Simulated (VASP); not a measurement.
The system is Ti.

```xyz
3
Lattice="4.6000 0.0000 0.0000 -2.3000 3.9837 0.0000 0.0000 0.0000 2.8200" Properties=species:S:1:pos:R:3 pbc="T T T"
Ti    0.0000    0.0000    0.0000
Ti    0.0000    2.6558    1.4100
Ti    2.3000    1.3279    1.4100
```

Program: VASP 6.6.1. Alike in all runs: task single point; no spin polarisation; cell as given; k mesh 8 × 8 × 12; cutoff (eV) 520; smearing fermi-dirac 0.1 eV.

Order these runs on this cell by their pressure, lowest first.
A. level PBEsol; potentials or basis VASP PAW PBE potentials, release 64 (Ti_sv)
B. level LDA; potentials or basis VASP PAW LDA potentials, release 64 (Ti_sv)
C. level BLYP; potentials or basis VASP PAW PBE potentials, release 64 (Ti_sv)

B (-9.1 GPa), A (-5.0 GPa), C (2.1 GPa).

Caveats: the PAW data sets were made with another functional, which shifts forces and pressure a little (some runs).
